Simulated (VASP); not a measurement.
# Si7RuO16 (a cell with a defect) in VASP: notebook, part 2 of 2

VASP 6.6.1. The steps go on from the part before.

## (3) Single point, r2SCAN

Contents of POSCAR:

```
Si7RuO16
1.0
    0.0000000000      5.0813926894      7.0944098913
    5.0813926894      0.0000000000      7.0944098913
    5.0813926894      5.0813926894      0.0000000000
Si Ru O
7 1 16
Direct
    0.2602233443      0.2484334639      0.4497813558
    0.7482446402      0.7454309576      0.9496323049
    0.0567499483      0.6845955011      0.1462157479
    0.5863095420      0.1668555306      0.6192217842
    0.4101322126      0.8451445466      0.3575217665
    0.9438287880      0.3063617047      0.8780613139
   -0.0049393410      0.0026686208      0.3075158414
    0.4991758225      0.5120674693      0.7959610046
    0.1339962470      0.2110678888      0.6829253078
    0.5662904838      0.7528469304      0.1484810206
    0.4552320983      0.3358800048      0.7671675591
    0.9493318064      0.8641125043      0.2715817424
    0.4457175564      0.2423772060      0.4624003763
    0.9026800410      0.7527483405      1.0115068681
    0.2047610852      0.8550038790      0.4037593025
    0.7606725143      0.3006011434      0.8719840467
    0.0291696957      0.1502887847      0.0913674421
    0.5329826963      0.6884561704      0.5532461617
    0.3540679760      0.0704666772      0.3305858472
    0.8708368907      0.5357271151      0.8659637841
    0.2689158146      0.6634702281      0.9939922166
    0.7979416246      0.1467127175      0.4738767342
    0.1043553981      0.4714227654      0.3130339369
    0.6430270196      0.9413154512      0.7628173812
```

Contents of INCAR.step1:

```
PREC = Accurate
ENCUT = 580
ISMEAR = -1
SIGMA = 0.01
LREAL = F
LASPH = T
NELM = 120
NBANDS = 87
GGA = PE
ALGO = Normal
EDIFF = 1E-5
LWAVE = T
LCHARG = F
GGA_COMPAT = F
```

Contents of INCAR.step2:

```
PREC = Accurate
ENCUT = 580
EDIFF = 1E-6
ISMEAR = -1
SIGMA = 0.01
LREAL = F
LASPH = T
NELM = 120
ALGO = Normal
ISIF = 2
LWAVE = F
LCHARG = T
METAGGA = R2SCAN
LMIXTAU = T
LELF = T
LVHAR = T
NBANDS = 87
ISTART = 1
GGA_COMPAT = F
```

Contents of KPOINTS:

```
Automatic mesh
0
Gamma
  1 1 1
  0.25 0.25 0.25
```

Potentials or basis: VASP PAW PBE potentials, release 64 (Si, Ru_pv, O).

Launch:

```console
$ cat potpaw_PBE.64/Si/POTCAR potpaw_PBE.64/Ru_pv/POTCAR potpaw_PBE.64/O/POTCAR > POTCAR
$ cp INCAR.step1 INCAR
$ mpirun -np 1 vasp_std > vasp.out
$ cp INCAR.step2 INCAR
$ mpirun -np 1 vasp_std > vasp.out
```

OUTCAR:

```text
PREC = Accurate
   ENCUT = 580
   EDIFF = 1E-6
   ISMEAR = -1
   LREAL = F
   LASPH = T
   NELM = 120
   ISIF = 2
   METAGGA = R2SCAN
   ISTART = 1

 ion  position               nearest neighbor table
   1  0.260  0.248  0.450-  23 1.62   9 1.62  13 1.62  19 1.63   4 3.09   5 3.11   6 3.13   3 3.13

   2  0.748  0.745  0.950-  24 1.62  10 1.62  20 1.63  14 1.63   5 3.10   4 3.14
   3  0.057  0.685  0.146-  23 1.62  14 1.62  12 1.63  21 1.64   7 3.08   1 3.13
   4  0.586  0.167  0.619-  24 1.63  22 1.63  13 1.63  11 1.64   7 3.02   1 3.09   2 3.14   8 3.25

   5  0.410  0.845  0.358-  10 1.62  19 1.62  15 1.63  18 1.65   7 3.04   2 3.10   1 3.11   8 3.24

   6  0.944  0.306  0.878-   9 1.62  20 1.62  17 1.62  16 1.65   7 3.10   1 3.13   8 3.23
   7  0.995  0.003  0.308-  17 1.62  22 1.63  12 1.63  15 1.64   4 3.02   5 3.04   3 3.08   6 3.10

   8  0.499  0.512  0.796-  18 1.86  21 1.87  16 1.88  11 1.91   6 3.23   5 3.24   4 3.25
   9  0.134  0.211  0.683-   6 1.62   1 1.62
  10  0.566  0.753  0.148-   5 1.62   2 1.62
  11  0.455  0.336  0.767-   4 1.64   8 1.91
  12  0.949  0.864  0.272-   7 1.63   3 1.63
  13  0.446  0.242  0.462-   1 1.62   4 1.63
  14  0.903  0.753  0.012-   3 1.62   2 1.63
[... 8 lines left out ...]
  23  0.104  0.471  0.313-   3 1.62   1 1.62
  24  0.643  0.941  0.763-   2 1.62   4 1.63

  LATTYP: Found a body centered tetragonal cell.
 ALAT       =     7.1861744571
 C/A-ratio  =     1.9744608021

  Lattice vectors:

 A1 = (  -5.0813926894,   0.0000000000,   7.0944098913)
 A2 = (   5.0813926894,   0.0000000000,   7.0944098913)
 A3 = (   0.0000000000,   5.0813926894,  -7.0944098913)

Analysis of symmetry for initial positions (statically):
=====================================================================
 Subroutine PRICEL returns:
 Original cell was already a primitive cell.

 Routine SETGRP: Setting up the symmetry group for a
[... 164 lines left out ...]
  volume/ion in A,a.u.               =      15.27       103.01
  Fermi-wavevector in a.u.,A,eV,Ry     =   1.182308  2.234238 19.018931  1.397852
  Thomas-Fermi vector in A             =   2.318565
   LORBIT       =      0    0 simple, 1 ext, 2 COOP (PROOUT), +10 PAW based schemes
   METAGGA = R2SCAN    functional components
   LHFCALC =     F    Hartree Fock is set to
   AEXX    =    0.0000 exact exchange contribution
   IVDW    =     0    specifies the selected vdW correction
   LEPSILON=     F    determine dielectric tensor
   LRPA    =     F    only Hartree local field effects (RPA)
 non-spin polarized calculation
  energy-cutoff  :      580.00
  volume of cell :      366.36
 maximum number of plane-waves:     11616
 NGX is ok and might be reduce to    70
   NGX = 35   NGY = 35   NGZ = 29

 number of electron     137.9999999 magnetization

 Free energy of the ion-electron system (eV)
  ---------------------------------------------------
  ext. energy  EPLUGINS =         0.00000000
  ---------------------------------------------------
  free energy    TOTEN  =      -245.90040246 eV

  energy without entropy =     -245.90040246  energy(sigma->0) =     -245.90040246

 E-fermi :   1.9441     XC(G=0):  -8.7624

 val. band max:        1.6436121785   @ k =   0.0000   0.2500   0.0000
 cond. band min:       2.9582478185   @ k =   0.2500   0.0000   0.0000
 fundamental gap:      1.3146356401
 Fermi energy:         1.9440880390

 k-point     1 :       0.2500    0.2500    0.2500
  band No.  band energies     occupation
      1     -43.7004      2.00000
      2     -43.5796      2.00000
      3     -43.1945      2.00000
      4     -20.7402      2.00000
      5     -20.2842      2.00000
      6     -20.1899      2.00000
[... 325 lines left out ...]
     80       9.3650      0.00000
     81       9.4612      0.00000
 [bands above 81 left out]

------------------------ aborting loop because EDIFF is reached ----------------------------------------

  FORCE on cell =-STRESS in cart. coord.  units (eV):
  Direction    XX          YY          ZZ          XY          YZ          ZX
  --------------------------------------------------------------------------------------
  -------------------------------------------------------------------------------------
  Total       -9.0148440     -8.1746520     -8.9380148     -1.2351319     -1.9144153     -2.1578543
  in kB      -39.4236663    -35.7493433    -39.0876771     -5.4014721     -8.3721106     -9.4367167
  external PRESSURE =     -38.0868956 kB  Pullay stress =       0.0000000 kB

 VOLUME and BASIS-vectors are now :
 -----------------------------------------------------------------------------
  energy-cutoff  :      580.00
  volume of cell :      366.36
      direct lattice vectors                 reciprocal lattice vectors
     0.000000000  5.081392689  7.094409891    -0.098398221  0.098398221  0.070478025
     5.081392689  0.000000000  7.094409891     0.098398221 -0.098398221  0.070478025
     5.081392689  5.081392689  0.000000000     0.098398221  0.098398221 -0.070478025

 POSITION                                       TOTAL-FORCE (eV/Angst)
 -----------------------------------------------------------------------------------
      3.54790      3.60781      3.60862        -0.035621     -0.042563      0.003924
      8.61328      8.62758     10.59675        -0.037604     -0.062475     -0.017656
      4.22168      1.03135      5.25941         0.041526     -0.014520     -0.012471
      3.99437      6.12578      5.34326        -0.004827     -0.035346     -0.038936
      6.11122      3.90075      8.90545        -0.044179      0.028878      0.034612
      6.01852      9.25774      8.86936        -0.090461      0.081202      0.028727
[... 16 lines left out ...]
      3.98613      2.12092      4.08481        -0.053775      0.129518      0.212921
      8.65937      7.14365     11.23997         0.125344      0.112617      0.188791
 -----------------------------------------------------------------------------------
    total drift:                                0.000237     -0.000282     -0.000543

  FREE ENERGIE OF THE ION-ELECTRON SYSTEM (eV)
  ---------------------------------------------------
  free  energy   TOTEN  =      -245.9004024606 eV

  energy  without entropy=     -245.9004024606  energy(sigma->0) =     -245.90040246
```

OUTCAR.step1:

```text
PREC = Accurate
   ENCUT = 580
   ISMEAR = -1
   LREAL = F
   LASPH = T
[... 610 lines left out ...]
      6.11122      3.90075      8.90545        -0.028744      0.004948      0.000071
      6.01852      9.25774      8.86936        -0.012764      0.020137      0.031801
[... 16 lines left out ...]
      3.98613      2.12092      4.08481        -0.000210      0.030585     -0.004997
      8.65937      7.14365     11.23997         0.013659     -0.008907      0.011037
 -----------------------------------------------------------------------------------
    total drift:                                0.002103      0.000746      0.000459

  FREE ENERGIE OF THE ION-ELECTRON SYSTEM (eV)
  ---------------------------------------------------
  free  energy   TOTEN  =      -185.1884692227 eV

  energy  without entropy=     -185.1884692227  energy(sigma->0) =     -185.18846922
```

Wall time 12 min (1 thread of Intel Xeon Platinum 8488C (Sapphire Rapids), shared host); peak memory 0.71 GiB.

What came out:

```
Free energy            : -245.9004 eV
Pressure               : -3.8 GPa
Largest force          : 0.372 eV/Å
Band gap on the k mesh : 1.31 eV
```

Forces in eV/Å, atoms in the order of the input:
```
Si  -0.036 -0.043  0.004
Si  -0.038 -0.062 -0.018
Si   0.042 -0.015 -0.012
Si  -0.005 -0.035 -0.039
Si  -0.044  0.029  0.035
Si  -0.090  0.081  0.029
Si   0.029  0.016  0.013
Ru  -0.042 -0.038 -0.034
O    0.120 -0.154  0.165
O    0.153  0.070  0.244
O   -0.322  0.002  0.102
O   -0.161  0.087  0.269
O    0.099  0.131 -0.251
O   -0.012  0.103 -0.165
O   -0.010 -0.181  0.267
O    0.142  0.094  0.331
O    0.022 -0.142 -0.241
O   -0.019 -0.299 -0.109
O    0.139  0.164 -0.199
O    0.078  0.056 -0.182
O    0.077 -0.048 -0.321
O   -0.194 -0.060 -0.292
O   -0.054  0.130  0.213
O    0.125  0.113  0.189
```

Caveat: the PAW data sets were made with another functional, which shifts forces and pressure a little.
